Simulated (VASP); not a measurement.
# H (Cmcm) in VASP: a series of runs

The runs below take H through single point, with r2SCAN.

Program: VASP 6.6.1. These are calculated values, not measurements. Logs are shortened: lines on timing, memory, paths and dates and some standing lists are left out, and cuts for length are marked.

**1. The cell of the first run**

Symmetry: Cmcm, No. 63, orthorhombic system. The conventional cell has a = 3.297 Å, b = 5.463 Å, c = 6.314 Å, α = 90.00°, β = 90.00°, γ = 90.00°. Within 1.0 Å of H (site symmetry m) lie 1 H at 0.74 Å.

**2. Single point, r2SCAN**

The input, POSCAR:

```
H
1.0
    1.6485318600     -2.7316882300      0.0000000000
    1.6485318600      2.7316882300      0.0000000000
    0.0000000000      0.0000000000      6.3137686200
H
4
Direct
    0.5678085000      0.4321915000      0.9995149500
    0.4321915000      0.5678085000      0.0004850500
    0.4321915000      0.5678085000      0.4995149500
    0.5678085000      0.4321915000      0.5004850500
```

The input, INCAR.step1:

```
ALGO = Normal ; EDIFF = 1E-4
ENCUT = 520 ; GGA = PE
ISMEAR = 0 ; LASPH = True
LCHARG = False ; LREAL = False
LWAVE = True ; NBANDS = 10
NELM = 80 ; PREC = Accurate
SIGMA = 0.02
```

The input, INCAR.step2:

```
ALGO = Normal ; EDIFF = 1E-6
ENCUT = 520 ; ISIF = 2
ISMEAR = 0 ; ISTART = 1
LASPH = True ; LCHARG = False
LMIXTAU = True ; LREAL = False
LWAVE = False ; METAGGA = R2SCAN
NBANDS = 10 ; NELM = 80
PREC = Accurate ; SIGMA = 0.02
```

The input, KPOINTS:

```
Automatic mesh
0
Gamma
  6 6 4
  0.5 0.5 0.5
```

Potentials or basis: VASP PAW PBE potentials, release 64 (H).

The run is started by

```console
$ cat potpaw_PBE.64/H/POTCAR > POTCAR
$ cp INCAR.step1 INCAR
$ mpirun -np 1 vasp_std > vasp.out
$ cp INCAR.step2 INCAR
$ mpirun -np 1 vasp_std > vasp.out
```

OUTCAR:

```text
EDIFF = 1E-6
   ENCUT = 520
   ISIF = 2
   ISMEAR = 0
   ISTART = 1
   LASPH = True
   LREAL = False
   METAGGA = R2SCAN
   NELM = 80
   PREC = Accurate

 ion  position               nearest neighbor table
   1  0.568  0.432  1.000-   2 0.74
   2  0.432  0.568  0.000-   1 0.74
   3  0.432  0.568  0.500-   4 0.74
   4  0.568  0.432  0.500-   3 0.74

  LATTYP: Found a base centered orthorhombic cell.
 ALAT       =     3.2970637200
 B/A-ratio  =     1.6570430310
 C/A-ratio  =     1.9149671211

  Lattice vectors:

 A1 = (   1.6485318600,  -2.7316882300,   0.0000000000)
 A2 = (   1.6485318600,   2.7316882300,   0.0000000000)
 A3 = (   0.0000000000,   0.0000000000,   6.3137686200)

Analysis of symmetry for initial positions (statically):
=====================================================================
 Subroutine PRICEL returns:
 Original cell was already a primitive cell.

 Routine SETGRP: Setting up the symmetry group for a
 base centered orthorhombic supercell.

 Subroutine GETGRP returns: Found  8 space group operations
 (whereof  4 operations were pure point group operations)
 out of a pool of  8 trial point group operations.

The static configuration has the point symmetry C_2h.
 The point group associated with its full space group is D_2h.

Analysis of symmetry for dynamics (positions and initial velocities):
=====================================================================
 Subroutine PRICEL returns:
 Original cell was already a primitive cell.

 Routine SETGRP: Setting up the symmetry group for a
 base centered orthorhombic supercell.

 Subroutine GETGRP returns: Found  8 space group operations
 (whereof  4 operations were pure point group operations)
 out of a pool of  8 trial point group operations.

The dynamic configuration has the point symmetry C_2h.
 The point group associated with its full space group is D_2h.

 Subroutine INISYM returns: Found  8 space group operations
 (whereof  4 operations are pure point group operations),
 and found     1 'primitive' translations

----------------------------------------------------------------------------------------

                                     Primitive cell

  volume of cell :      56.8653

  direct lattice vectors                    reciprocal lattice vectors
     1.648531860 -2.731688230  0.000000000     0.303300174 -0.183036993  0.000000000
     1.648531860  2.731688230  0.000000000     0.303300174  0.183036993  0.000000000
     0.000000000  0.000000000  6.313768620     0.000000000  0.000000000  0.158384011

  length of vectors
     3.190576418  3.190576418  6.313768620     0.354250669  0.354250669  0.158384011

  position of ions in fractional coordinates (direct lattice)
     0.567808500  0.432191500  0.999514950
     0.432191500  0.567808500  0.000485050
     0.432191500  0.567808500  0.499514950
     0.567808500  0.432191500  0.500485050

  ion indices of the primitive-cell ions
   primitive index   ion index
                 1           1
                 2           2
                 3           3
                 4           4

----------------------------------------------------------------------------------------

 KPOINTS: Automatic mesh

Automatic generation of k-mesh.
 Grid dimensions read from file:
 generate k-points for:    6    6    4

 Generating k-lattice:

  Cartesian coordinates                     Fractional coordinates (reciprocal lattice)
     0.050550029 -0.030506166  0.000000000     0.166666667  0.000000000  0.000000000
     0.050550029  0.030506166  0.000000000     0.000000000  0.166666667  0.000000000
     0.000000000  0.000000000  0.039596003     0.000000000  0.000000000  0.250000000

  Length of vectors
     0.059041778  0.059041778  0.039596003

  Shift w.r.t. Gamma in fractional coordinates (k-lattice)
     0.500000000  0.500000000  0.500000000

 Subroutine IBZKPT returns following result:
 ===========================================

 Found     24 irreducible k-points:

 Following reciprocal coordinates:
            Coordinates               Weight
  0.083333  0.083333  0.125000      4.000000
  0.250000  0.083333  0.125000      8.000000
  0.416667  0.083333  0.125000      8.000000
 -0.416667  0.083333  0.125000      8.000000
 -0.250000  0.083333  0.125000      8.000000
 -0.083333  0.083333  0.125000      4.000000
[... 16 lines left out ...]
  0.416667  0.416667  0.375000      4.000000
 -0.416667  0.416667  0.375000      4.000000
   k-points           NKPTS =     24   k-points in BZ     NKDIM =     24   number of bands    NBANDS=     10
   number of dos      NEDOS =    301   number of ions     NIONS =      4
   total plane-waves  NPLWV =  27648
   dimension x,y,z NGX =    24 NGY =   24 NGZ =   48
   dimension x,y,z NGXF=    48 NGYF=   48 NGZF=   96
   ions per type =               4
   NGX,Y,Z   is equivalent  to a cutoff of  12.51, 12.51, 12.64 a.u.
   NGXF,Y,Z  is equivalent  to a cutoff of  25.01, 25.01, 25.28 a.u.
 SYSTEM =  unknown system
   PREC   = accura    normal or accurate (medium, high low for compatibility)
   ISTART =      1    job   : 0-new  1-cont  2-samecut
   ICHARG =      0    charge: 1-file 2-atom 10-const
   ISPIN  =      1    spin polarized calculation?
   LNONCOLLINEAR =      F non collinear calculations
   LSORBIT =      F    spin-orbit coupling
   LASPH  =      T    aspherical Exc in radial PAW
   ENCUT  =  520.0 eV  38.22 Ry    6.18 a.u.   5.93  5.93 11.74*2*pi/ulx,y,z
   NELM   =     80;   NELMIN=  2; NELMDL=  0     # of ELM steps
   EDIFF  = 0.1E-05   stopping-criterion for ELM
   LREAL  =      F    real-space projection
   EDIFFG = 0.1E-04   stopping-criterion for IOM
   NSW    =      0    number of steps for IOM
   IBRION =     -1    ionic relax: 0-MD 1-quasi-New 2-CG
   NFREE  =      0    steps in history (QN), initial steepest desc. (CG)
   ISIF   =      2    stress and relaxation
   ISYM   =      2    0-nonsym 1-usesym 2-fastsym
   POTIM  = 0.5000    time-step for ionic-motion
   TEBEG  =    0.0;   TEEND  =   0.0 temperature during run
   PSTRESS=    0.0 pullay stress
   NELECT =       4.0000    total number of electrons
   NUPDOWN=      -1.0000    fix difference up-down
   EMIN   =  10.00;   EMAX   =-10.00  energy-range for DOS
   EFERMI =   0.00;   METHOD = LEGACY
   ISMEAR =     0;   SIGMA  =   0.02  broadening in eV -4-tet -1-fermi 0-gaus
   EFERMI_NEDOS =   21; number of points for ismear=-14 and -15
   IALGO  =     38    algorithm
   IMIX   =      4    mixing-type and parameters
     AMIX     =   0.40;   BMIX     =  1.00
     AMIX_MAG =   1.60;   BMIX_MAG =  1.00
  volume/ion in A,a.u.               =      14.22        95.94
  Fermi-wavevector in a.u.,A,eV,Ry     =   0.675791  1.277060  6.213693  0.456694
  Thomas-Fermi vector in A             =   1.752912
   LORBIT       =      0    0 simple, 1 ext, 2 COOP (PROOUT), +10 PAW based schemes
   METAGGA = R2SCAN    functional components
   LHFCALC =     F    Hartree Fock is set to
   AEXX    =    0.0000 exact exchange contribution
   IVDW    =     0    specifies the selected vdW correction
   LEPSILON=     F    determine dielectric tensor
   LRPA    =     F    only Hartree local field effects (RPA)
 non-spin polarized calculation
 Gauss-broadening in eV      SIGMA  =   0.02
  energy-cutoff  :      520.00
  volume of cell :       56.87
 maximum number of plane-waves:      1545
   NGX = 11   NGY = 11   NGZ = 23

 number of electron       3.9999998 magnetization

 Free energy of the ion-electron system (eV)
  ---------------------------------------------------
  ext. energy  EPLUGINS =         0.00000000
  ---------------------------------------------------
  free energy    TOTEN  =       -13.78562402 eV

  energy without entropy =      -13.78562402  energy(sigma->0) =      -13.78562402

 E-fermi :  -8.9624     XC(G=0):  -4.7206

 val. band max:       -9.0628602865   @ k =   0.4167   0.4167   0.1250
 cond. band min:       0.3578876931   @ k =  -0.4167   0.4167   0.1250
 fundamental gap:      9.4207479796
 Fermi energy:        -8.9623621965

 k-point     1 :       0.0833    0.0833    0.1250
  band No.  band energies     occupation
      1     -10.7317      2.00000
      2     -10.1232      2.00000
      3       1.6104      0.00000
      4       3.9283      0.00000
      5       7.6729      0.00000
      6       8.1449      0.00000
      7       8.6339      0.00000
      8      10.0797      0.00000
      9      12.5768      0.00000
     10      14.7274      0.00000

 k-point     2 :       0.2500    0.0833    0.1250
  band No.  band energies     occupation
      1     -10.2376      2.00000
      2      -9.7066      2.00000
      3       2.6850      0.00000
      4       2.8447      0.00000
      5       5.3120      0.00000
      6       6.1997      0.00000
      7       8.2057      0.00000
      8      10.0706      0.00000
      9      11.3045      0.00000
     10      12.3083      0.00000

 k-point     3 :       0.4167    0.0833    0.1250
  band No.  band energies     occupation
      1      -9.7849      2.00000
      2      -9.3336      2.00000
      3       1.2930      0.00000
      4       3.3593      0.00000
      5       5.0525      0.00000
      6       6.0886      0.00000
      7       7.5963      0.00000
      8       8.3420      0.00000
      9       9.6890      0.00000
     10      12.8627      0.00000
[... 248 lines left out ...]
 k-point    23 :       0.4167    0.4167    0.3750
  band No.  band energies     occupation
      1      -9.3648      2.00000
      2      -9.1916      2.00000
      3       0.8314      0.00000
      4       1.5080      0.00000
      5       5.8240      0.00000
      6       6.2976      0.00000
      7       7.8458      0.00000
      8       9.1496      0.00000
      9       9.1791      0.00000
     10      11.5974      0.00000

 k-point    24 :      -0.4167    0.4167    0.3750
  band No.  band energies     occupation
      1      -9.4943      2.00000
      2      -9.3088      2.00000
      3       0.7247      0.00000
      4       1.3899      0.00000
      5       5.8577      0.00000
      6       7.1382      0.00000
      7       9.5459      0.00000
      8      10.0482      0.00000
      9      10.5760      0.00000
     10      10.8161      0.00000

------------------------ aborting loop because EDIFF is reached ----------------------------------------

  FORCE on cell =-STRESS in cart. coord.  units (eV):
  Direction    XX          YY          ZZ          XY          YZ          ZX
  --------------------------------------------------------------------------------------
  -------------------------------------------------------------------------------------
  Total        0.0225879      0.0254940      0.0242484      0.0000000     -0.0000000      0.0000000
  in kB        0.6364143      0.7182928      0.6831985      0.0000000     -0.0000000      0.0000000
  external PRESSURE =       0.6793019 kB  Pullay stress =       0.0000000 kB

 VOLUME and BASIS-vectors are now :
 -----------------------------------------------------------------------------
  energy-cutoff  :      520.00
  volume of cell :       56.87
      direct lattice vectors                 reciprocal lattice vectors
     1.648531860 -2.731688230  0.000000000     0.303300174 -0.183036993  0.000000000
     1.648531860  2.731688230  0.000000000     0.303300174  0.183036993  0.000000000
     0.000000000  0.000000000  6.313768620     0.000000000  0.000000000  0.158384011

 POSITION                                       TOTAL-FORCE (eV/Angst)
 -----------------------------------------------------------------------------------
      1.64853     -0.37046      6.31071         0.000000     -0.009826     -0.000457
      1.64853      0.37046      0.00306         0.000000      0.009826      0.000457
      1.64853      0.37046      3.15382         0.000000      0.009826     -0.000457
      1.64853     -0.37046      3.15995         0.000000     -0.009826      0.000457
 -----------------------------------------------------------------------------------
    total drift:                                0.000000      0.000000      0.000000

  FREE ENERGIE OF THE ION-ELECTRON SYSTEM (eV)
  ---------------------------------------------------
  free  energy   TOTEN  =       -13.7856240194 eV

  energy  without entropy=      -13.7856240194  energy(sigma->0) =      -13.78562402
```

It took 95 s on 1 thread of AMD EPYC 7R13, shared host; peak memory 0.13 GiB.

What came out:

```yaml
Free_energy: -13.7856 eV
Pressure: 0.1 GPa
Largest_force: 0.010 eV/Å
Band_gap_on_the_k_mesh: 9.42 eV
```

Forces on the atoms (eV/Å):
```
H    0.000 -0.010  0.000
H    0.000  0.010  0.000
H    0.000  0.010  0.000
H    0.000 -0.010  0.000
```

Caveat: the PAW data sets were made with another functional, which shifts forces and pressure a little; a shifted mesh leaves out Γ, where band edges can lie. A k mesh can miss the band edges.

**3. Single point, r2SCAN**

POSCAR is that of step 2.

The input, INCAR.step1:

```
SYSTEM = H
PREC = Accurate ; ENCUT = 520
ISMEAR = 0 ; SIGMA = 0.02
LREAL = .FALSE. ; LASPH = .TRUE.
NELM = 100 ; NBANDS = 10
GGA = PE ; ALGO = Normal
EDIFF = 1E-4 ; LWAVE = .TRUE.
LCHARG = .FALSE.
```

The input, INCAR.step2:

```
SYSTEM = H
PREC = Accurate ; ENCUT = 520
EDIFF = 1E-6 ; ISMEAR = 0
SIGMA = 0.02 ; LREAL = .FALSE.
LASPH = .TRUE. ; NELM = 100
ALGO = Normal ; ISIF = 2
LWAVE = .FALSE. ; LCHARG = .FALSE.
METAGGA = R2SCAN ; LMIXTAU = .TRUE.
NBANDS = 10 ; ISTART = 1
```

The input, KPOINTS:

```
regular mesh
0
G
  10 10 4
  0 0 0
```

Potentials or basis: VASP PAW PBE potentials, release 64 (H).

The run is started by

```console
$ cat potpaw_PBE.64/H/POTCAR > POTCAR
$ cp INCAR.step1 INCAR
$ mpirun -np 1 vasp_std > vasp.out
$ cp INCAR.step2 INCAR
$ mpirun -np 1 vasp_std > vasp.out
```

It took 6 min on 1 thread of AMD EPYC 7R13, shared host; peak memory 0.15 GiB.

Results (log left out):

```yaml
Free_energy: -13.7856 eV
Pressure: 0.1 GPa
Largest_force: 0.010 eV/Å
Band_gap_on_the_k_mesh: 9.08 eV
```

Forces in eV/Å, atoms in the order of the input:
```
H    0.000 -0.010  0.000
H    0.000  0.010  0.000
H    0.000  0.010  0.000
H    0.000 -0.010  0.000
```

Levels at points of the mesh, in eV from the valence-band top:
| k point | band 1 | band 2 | band 3 | band 4 | band 5 | band 6 |
| --- | --- | --- | --- | --- | --- | --- |
| (0.00, 0.00, 0.00) | -1.89 | -1.20 | 10.17 | 13.40 | 17.60 | 18.41 |
| (0.50, 0.00, 0.00) | -0.75 | -0.27 | 10.07 | 12.37 | 14.18 | 15.94 |
| (0.50, 0.50, 0.00) | -0.47 | -0.01 | 9.08 | 11.00 | 14.70 | 15.99 |
| (0.00, 0.00, 0.50) | -1.56 | -1.56 | 11.70 | 11.70 | 17.98 | 17.98 |
| (0.50, 0.00, 0.50) | -0.52 | -0.52 | 10.90 | 10.90 | 15.73 | 15.73 |
| (0.50, 0.50, 0.50) | -0.25 | -0.25 | 9.83 | 9.83 | 15.95 | 15.95 |

Caveat: the PAW data sets were made with another functional, which shifts forces and pressure a little.

**4. Single point, r2SCAN**

POSCAR is that of step 3.

The input, INCAR.step1:

```
SYSTEM = H
PREC = Accurate
ENCUT = 520
ISMEAR = 0
SIGMA = 0.02
LREAL = .FALSE.
LASPH = .TRUE.
NELM = 80
NBANDS = 10
GGA = PE
ALGO = Normal
EDIFF = 1E-4
LWAVE = .TRUE.
LCHARG = .FALSE.
```

The input, INCAR.step2:

```
SYSTEM = H
PREC = Accurate
ENCUT = 520
EDIFF = 1E-6
ISMEAR = 0
SIGMA = 0.02
LREAL = .FALSE.
LASPH = .TRUE.
NELM = 80
ALGO = Normal
ISIF = 2
LWAVE = .FALSE.
LCHARG = .TRUE.
METAGGA = R2SCAN
LMIXTAU = .TRUE.
LELF = .TRUE.
LVHAR = .TRUE.
NBANDS = 10
ISTART = 1
```

The input, KPOINTS:

```
Automatic mesh
0
G
  10 10 6
  0 0 0
```

The run is started by

```console
$ cat potpaw_PBE.64/H/POTCAR > POTCAR
$ cp INCAR.step1 INCAR
$ mpirun -np 1 vasp_std > vasp.out
$ cp INCAR.step2 INCAR
$ mpirun -np 1 vasp_std > vasp.out
```

Wall time 9 min (1 thread of AMD EPYC 7R13, shared host); peak memory 0.16 GiB.

It converged, with:

```yaml
Free_energy: -13.7856 eV
Pressure: 0.1 GPa
Largest_force: 0.010 eV/Å
Band_gap_on_the_k_mesh: 9.08 eV
```

Forces on the atoms (eV/Å):
```
H    0.000 -0.010  0.000
H    0.000  0.010  0.000
H    0.000  0.010  0.000
H    0.000 -0.010  0.000
```

Levels at points of the mesh, in eV from the valence-band top:
| k point | band 1 | band 2 | band 3 | band 4 | band 5 | band 6 | band 7 |
| --- | --- | --- | --- | --- | --- | --- | --- |
| (0.00, 0.00, 0.00) | -1.89 | -1.20 | 10.17 | 13.40 | 17.60 | 18.41 | 18.42 |
| (0.50, 0.00, 0.00) | -0.75 | -0.27 | 10.07 | 12.37 | 14.18 | 15.94 | 16.80 |
| (0.50, 0.50, 0.00) | -0.47 | -0.01 | 9.08 | 11.00 | 14.70 | 15.99 | 16.70 |
| (0.00, 0.00, 0.50) | -1.56 | -1.56 | 11.70 | 11.70 | 17.98 | 17.98 | 18.34 |
| (0.50, 0.00, 0.50) | -0.52 | -0.52 | 10.90 | 10.90 | 15.73 | 15.73 | 17.22 |
| (0.50, 0.50, 0.50) | -0.25 | -0.25 | 9.83 | 9.83 | 15.96 | 15.96 | 18.98 |

Caveat: the PAW data sets were made with another functional, which shifts forces and pressure a little.

**5. Single point, r2SCAN**

POSCAR is that of step 4.

The input, INCAR.step1:

```
  PREC = Accurate
  ENCUT = 520
  ISMEAR = 0
  SIGMA = 0.02
  LREAL = False
  LASPH = True
  NELM = 100
  NBANDS = 10
  GGA = PE
  ALGO = Normal
  EDIFF = 1E-4
  LWAVE = True
  LCHARG = False
```

The input, INCAR.step2:

```
  PREC = Accurate
  ENCUT = 520
  EDIFF = 1E-7
  ISMEAR = 0
  SIGMA = 0.02
  LREAL = False
  LASPH = True
  NELM = 100
  ALGO = Normal
  ISIF = 2
  LWAVE = False
  LCHARG = False
  METAGGA = R2SCAN
  LMIXTAU = True
  NBANDS = 10
  ISTART = 1
```

The input, KPOINTS:

```
regular mesh
0
Gamma
  12 12 6
```

The run is started by

```console
$ cat potpaw_PBE.64/H/POTCAR > POTCAR
$ cp INCAR.step1 INCAR
$ mpirun -np 1 vasp_std > vasp.out
$ cp INCAR.step2 INCAR
$ mpirun -np 1 vasp_std > vasp.out
```

Run time: 13 min. Hardware: 1 thread of AMD EPYC 7R13, shared host; peak memory 0.18 GiB.

The run converged. Its results:

- Free energy: -13.7856 eV
- Pressure: 0.1 GPa
- Largest force: 0.010 eV/Å
- Band gap on the k mesh: 9.08 eV

Forces on the atoms (eV/Å):
```
H    0.000 -0.010  0.000
H    0.000  0.010  0.000
H    0.000  0.010  0.000
H    0.000 -0.010  0.000
```

Levels at points of the mesh, in eV from the valence-band top:
```tsv
k point	band 1	band 2	band 3	band 4	band 5	band 6
(0.00, 0.00, 0.00)	-1.89	-1.20	10.17	13.40	17.60	18.42
(0.50, 0.00, 0.00)	-0.75	-0.27	10.07	12.37	14.18	15.94
(0.50, 0.50, 0.00)	-0.47	-0.01	9.08	11.00	14.70	15.99
(0.00, 0.00, 0.50)	-1.56	-1.56	11.70	11.70	17.98	17.98
(0.50, 0.00, 0.50)	-0.52	-0.52	10.90	10.90	15.73	15.73
(0.50, 0.50, 0.50)	-0.25	-0.25	9.83	9.83	15.96	15.96
```

Caveat: the PAW data sets were made with another functional, which shifts forces and pressure a little.

**6. Overview**

| k mesh | gap on the mesh (eV) | pressure (GPa) | largest force (eV/Å) |
| --- | --- | --- | --- |
| 6 × 6 × 4, shifted | 9.42 | 0.1 | 0.01 |
| 10 × 10 × 4 | 9.08 | 0.1 | 0.01 |
| 10 × 10 × 6 | 9.08 | 0.1 | 0.01 |
| 12 × 12 × 6 | 9.08 | 0.1 | 0.01 |

Alike in all rows: task single point; level r2SCAN; potentials or basis VASP PAW PBE potentials, release 64 (H); no spin polarisation; cell as given; cutoff (eV) 520; smearing gaussian 0.02 eV.

Caveats: the PAW data sets were made with another functional, which shifts forces and pressure a little; a shifted mesh leaves out Γ, where band edges can lie (at least some runs).

Absolute energies hang on the potentials; compare differences alone.
